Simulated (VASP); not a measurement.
# Mo (Im-3m) in VASP: further runs

Runs on Mo. Level: PBE. Tasks: single point.

All numbers are computed with VASP 6.6.1; they aren't measurements. Logs are shortened: lines on timing, memory, paths and dates and some standing lists are left out, and cuts for length are marked.

### 1 The cell of the first run

The structure is cubic, space group Im-3m (No. 229). Conventional cell: a = 2.982 Å, b = 2.982 Å, c = 2.982 Å, α = 90.00°, β = 90.00°, γ = 90.00°. Within 3.4 Å of Mo (site symmetry m-3m) lie 14 Mo at 2.58 to 2.98 Å.

### 2 Single point, PBE

INCAR

```
SYSTEM = Mo
PREC = Accurate ; ENCUT = 520
EDIFF = 1E-6 ; ISMEAR = 0
SIGMA = 0.15 ; LREAL = .False.
LASPH = .True. ; NELM = 100
ALGO = Normal ; ISIF = 2
LWAVE = .False. ; LCHARG = .False.
GGA = PE ; NBANDS = 13
```

KPOINTS

```
Automatic mesh
0
Gamma
  22 22 22
  0 0 0
```

POSCAR

```
Mo
1.0
   -1.4910204262      1.4910204262      1.4910204262
    1.4910204262     -1.4910204262      1.4910204262
    1.4910204262      1.4910204262     -1.4910204262
Mo
1
Direct
    0.0000000000      0.0000000000      0.0000000000
```

Potentials or basis: VASP PAW PBE potentials, release 64 (Mo_sv).

Run with:

```console
$ cat potpaw_PBE.64/Mo_sv/POTCAR > POTCAR
$ mpirun -np 1 vasp_std > vasp.out
```

OUTCAR:

```text
SYSTEM = Mo
   PREC = Accurate
   ENCUT = 520
   EDIFF = 1E-6
   ISMEAR = 0
   LREAL = .False.
   LASPH = .True.
   NELM = 100
   ISIF = 2
   GGA = PE

 ion  position               nearest neighbor table
   1  0.000  0.000  0.000-

  LATTYP: Found a body centered cubic cell.
 ALAT       =     2.9820408524

  Lattice vectors:

 A1 = (  -1.4910204262,   1.4910204262,   1.4910204262)
 A2 = (   1.4910204262,  -1.4910204262,   1.4910204262)
 A3 = (   1.4910204262,   1.4910204262,  -1.4910204262)

Analysis of symmetry for initial positions (statically):
=====================================================================
 Subroutine PRICEL returns:
 Original cell was already a primitive cell.

 Routine SETGRP: Setting up the symmetry group for a
 body centered cubic supercell.

 Subroutine GETGRP returns: Found 48 space group operations
 (whereof 48 operations were pure point group operations)
 out of a pool of 48 trial point group operations.

The static configuration has the point symmetry O_h .

Analysis of symmetry for dynamics (positions and initial velocities):
=====================================================================
 Subroutine PRICEL returns:
 Original cell was already a primitive cell.

 Routine SETGRP: Setting up the symmetry group for a
 body centered cubic supercell.

 Subroutine GETGRP returns: Found 48 space group operations
 (whereof 48 operations were pure point group operations)
 out of a pool of 48 trial point group operations.

The dynamic configuration has the point symmetry O_h .

 Subroutine INISYM returns: Found 48 space group operations
 (whereof 48 operations are pure point group operations),
 and found     1 'primitive' translations

----------------------------------------------------------------------------------------

                                     Primitive cell

  volume of cell :      13.2590

  direct lattice vectors                    reciprocal lattice vectors
    -1.491020426  1.491020426  1.491020426     0.000000000  0.335340812  0.335340812
     1.491020426 -1.491020426  1.491020426     0.335340812  0.000000000  0.335340812
     1.491020426  1.491020426 -1.491020426     0.335340812  0.335340812  0.000000000

  length of vectors
     2.582523133  2.582523133  2.582523133     0.474243524  0.474243524  0.474243524

  position of ions in fractional coordinates (direct lattice)
     0.000000000  0.000000000  0.000000000

  ion indices of the primitive-cell ions
   primitive index   ion index
                 1           1

----------------------------------------------------------------------------------------

 KPOINTS: Automatic mesh

Automatic generation of k-mesh.
 Grid dimensions read from file:
 generate k-points for:   22   22   22

 Generating k-lattice:

  Cartesian coordinates                     Fractional coordinates (reciprocal lattice)
     0.000000000  0.015242764  0.015242764     0.045454545  0.000000000  0.000000000
     0.015242764  0.000000000  0.015242764     0.000000000  0.045454545  0.000000000
     0.015242764  0.015242764  0.000000000     0.000000000  0.000000000  0.045454545

  Length of vectors
     0.021556524  0.021556524  0.021556524

  Shift w.r.t. Gamma in fractional coordinates (k-lattice)
     0.000000000  0.000000000  0.000000000

 Subroutine IBZKPT returns following result:
 ===========================================

 Found    328 irreducible k-points:

 Following reciprocal coordinates:
            Coordinates               Weight
  0.000000  0.000000  0.000000      1.000000
  0.045455  0.000000  0.000000     12.000000
  0.090909  0.000000  0.000000     12.000000
  0.136364  0.000000  0.000000     12.000000
  0.181818  0.000000  0.000000     12.000000
  0.227273  0.000000  0.000000     12.000000
[... 16 lines left out ...]
  0.090909  0.090909  0.000000     24.000000
  0.136364  0.090909  0.000000     48.000000
 [... further k-points ...]
   k-points           NKPTS =    328   k-points in BZ     NKDIM =    328   number of bands    NBANDS=     13
   number of dos      NEDOS =    301   number of ions     NIONS =      1
   total plane-waves  NPLWV =   8000
   dimension x,y,z NGX =    20 NGY =   20 NGZ =   20
   dimension x,y,z NGXF=    40 NGYF=   40 NGZF=   40
   ions per type =               1
   NGX,Y,Z   is equivalent  to a cutoff of  12.87, 12.87, 12.87 a.u.
   NGXF,Y,Z  is equivalent  to a cutoff of  25.75, 25.75, 25.75 a.u.
 SYSTEM =  Mo
   PREC   = accura    normal or accurate (medium, high low for compatibility)
   ISTART =      0    job   : 0-new  1-cont  2-samecut
   ICHARG =      2    charge: 1-file 2-atom 10-const
   ISPIN  =      1    spin polarized calculation?
   LNONCOLLINEAR =      F non collinear calculations
   LSORBIT =      F    spin-orbit coupling
   LASPH  =      T    aspherical Exc in radial PAW
   ENCUT  =  520.0 eV  38.22 Ry    6.18 a.u.   4.80  4.80  4.80*2*pi/ulx,y,z
   NELM   =    100;   NELMIN=  2; NELMDL= -5     # of ELM steps
   EDIFF  = 0.1E-05   stopping-criterion for ELM
   LREAL  =      F    real-space projection
   EDIFFG = 0.1E-04   stopping-criterion for IOM
   NSW    =      0    number of steps for IOM
   IBRION =     -1    ionic relax: 0-MD 1-quasi-New 2-CG
   NFREE  =      0    steps in history (QN), initial steepest desc. (CG)
   ISIF   =      2    stress and relaxation
   ISYM   =      2    0-nonsym 1-usesym 2-fastsym
   POTIM  = 0.5000    time-step for ionic-motion
   TEBEG  =    0.0;   TEEND  =   0.0 temperature during run
   PSTRESS=    0.0 pullay stress
   NELECT =      14.0000    total number of electrons
   NUPDOWN=      -1.0000    fix difference up-down
   EMIN   =  10.00;   EMAX   =-10.00  energy-range for DOS
   EFERMI =   0.00;   METHOD = LEGACY
   ISMEAR =     0;   SIGMA  =   0.15  broadening in eV -4-tet -1-fermi 0-gaus
   EFERMI_NEDOS =   21; number of points for ismear=-14 and -15
   IALGO  =     38    algorithm
   IMIX   =      4    mixing-type and parameters
     AMIX     =   0.40;   BMIX     =  1.00
     AMIX_MAG =   1.60;   BMIX_MAG =  1.00
  volume/ion in A,a.u.               =      13.26        89.48
  Fermi-wavevector in a.u.,A,eV,Ry     =   1.667045  3.150258 37.811109  2.779038
  Thomas-Fermi vector in A             =   2.753135
   LORBIT       =      0    0 simple, 1 ext, 2 COOP (PROOUT), +10 PAW based schemes
   GGA     = PE    functional components
   LHFCALC =     F    Hartree Fock is set to
   AEXX    =    0.0000 exact exchange contribution
   IVDW    =     0    specifies the selected vdW correction
   LEPSILON=     F    determine dielectric tensor
   LRPA    =     F    only Hartree local field effects (RPA)
 non-spin polarized calculation
 Gauss-broadening in eV      SIGMA  =   0.15
  energy-cutoff  :      520.00
  volume of cell :       13.26
 maximum number of plane-waves:       370
   NGX =  9   NGY =  9   NGZ =  9

 number of electron      14.0000000 magnetization

 Free energy of the ion-electron system (eV)
  ---------------------------------------------------
  ext. energy  EPLUGINS =         0.00000000
  ---------------------------------------------------
  free energy    TOTEN  =       -10.48391388 eV

  energy without entropy =      -10.47871646  energy(sigma->0) =      -10.48131517

 E-fermi :  15.4561     XC(G=0): -14.3431

 val. band max:       15.4558386544   @ k =  -0.3182   0.3182   0.2727
 cond. band min:      15.4644193826   @ k =  -0.3182   0.3636   0.1818
 fundamental gap:      0.0085807283
 Fermi energy:        15.4560957005

 k-point     1 :       0.0000    0.0000    0.0000
  band No.  band energies     occupation
      1     -45.9524      2.00000
      2     -18.7159      2.00000
      3     -18.7159      2.00000
      4     -18.7159      2.00000
      5       7.7534      2.00000
      6      13.7029      2.00000
      7      13.7029      2.00000
      8      13.7029      2.00000
      9      17.3851      0.00000
     10      17.3851      0.00000
     11      30.4443      0.00000
     12      30.4443      0.00000
     13      30.4443      0.00000

 k-point     2 :       0.0455    0.0000    0.0000
  band No.  band energies     occupation
      1     -45.9426      2.00000
      2     -18.7675      2.00000
      3     -18.7312      2.00000
      4     -18.7165      2.00000
      5       7.8655      2.00000
      6      13.6349      2.00000
      7      13.6923      2.00000
      8      13.8103      2.00000
      9      17.2735      0.00000
     10      17.3846      0.00000
     11      30.5397      0.00000
     12      30.6330      0.00000
     13      30.7152      0.00000

 k-point     3 :       0.0909    0.0000    0.0000
  band No.  band energies     occupation
      1     -45.9138      2.00000
      2     -18.9169      2.00000
      3     -18.7759      2.00000
      4     -18.7182      2.00000
      5       8.1874      2.00000
      6      13.4421      2.00000
      7      13.6504      2.00000
      8      14.1296      2.00000
      9      17.0071      0.00000
     10      17.3872      0.00000
     11      30.7980      0.00000
     12      31.1871      0.00000
     13      31.4478      0.00000
[... 305 lines left out ...]
 k-point    23 :       0.0909    0.0909    0.0000
  band No.  band energies     occupation
      1     -45.8420      2.00000
      2     -19.2746      2.00000
      3     -18.8447      2.00000
      4     -18.7667      2.00000
      5       8.9498      2.00000
      6      13.1326      2.00000
      7      13.2771      2.00000
      8      15.0662      1.99976
      9      16.5128      0.00000
     10      17.5390      0.00000
     11      31.4156      0.00000
     12      32.4460      0.00000
     13      32.8215      0.00000

 k-point    24 :       0.1364    0.0909    0.0000
  band No.  band energies     occupation
      1     -45.7850      2.00000
      2     -19.5386      2.00000
      3     -18.9295      2.00000
      4     -18.7832      2.00000
      5       9.4872      2.00000
      6      12.8348      2.00000
      7      13.0943      2.00000
      8      15.8406      0.00029
      9      16.3502      0.00000
     10      17.6748      0.00000
     11      31.7946      0.00000
     12      33.0058      0.00000
     13      33.6654      0.00000

 [... further k-points ...]
[... 5 lines left out ...]
  --------------------------------------------------------------------------------------
  -------------------------------------------------------------------------------------
  Total        5.4597921      5.4597921      5.4597921      0.0000000      0.0000000     -0.0000000
  in kB      659.7447145    659.7447145    659.7447145      0.0000000      0.0000000     -0.0000000
  external PRESSURE =     659.7447145 kB  Pullay stress =       0.0000000 kB

 VOLUME and BASIS-vectors are now :
 -----------------------------------------------------------------------------
  energy-cutoff  :      520.00
  volume of cell :       13.26
      direct lattice vectors                 reciprocal lattice vectors
    -1.491020426  1.491020426  1.491020426     0.000000000  0.335340812  0.335340812
     1.491020426 -1.491020426  1.491020426     0.335340812  0.000000000  0.335340812
     1.491020426  1.491020426 -1.491020426     0.335340812  0.335340812  0.000000000

 POSITION                                       TOTAL-FORCE (eV/Angst)
 -----------------------------------------------------------------------------------
      0.00000      0.00000      0.00000         0.000000     -0.000000      0.000000
 -----------------------------------------------------------------------------------
    total drift:                                0.000000     -0.000000      0.000000

  FREE ENERGIE OF THE ION-ELECTRON SYSTEM (eV)
  ---------------------------------------------------
  free  energy   TOTEN  =       -10.4839138836 eV

  energy  without entropy=      -10.4787164598  energy(sigma->0) =      -10.48131517
```

It took 35 s on 1 thread of Intel Xeon Platinum 8259CL at 2.50GHz (Skylake/Cascade Lake), shared host; peak memory 0.16 GiB.

Results:

- Free energy: -10.4839 eV
- Pressure: 66.0 GPa
- Band gap on the k mesh: zero (band 7 reaches 20.44 eV, above the bottom of band 8 at 13.70 eV)

Levels at points of the mesh, in eV from the Fermi level:
| k point | band 3 | band 4 | band 5 | band 6 | band 7 | band 8 | band 9 | band 10 | band 11 | band 12 |
| --- | --- | --- | --- | --- | --- | --- | --- | --- | --- | --- |
| (0.00, 0.00, 0.00) | -34.17 | -34.17 | -7.70 | -1.75 | -1.75 | -1.75 | 1.93 | 1.93 | 14.99 | 14.99 |
| (0.50, 0.00, 0.00) | -34.89 | -34.20 | -6.42 | -4.30 | 2.08 | 2.41 | 2.86 | 6.00 | 12.22 | 14.44 |
| (0.50, 0.50, 0.50) | -35.73 | -35.73 | -6.88 | -6.88 | 4.98 | 4.98 | 4.98 | 10.46 | 10.46 | 10.46 |

(Continued in part 2 of 2.)
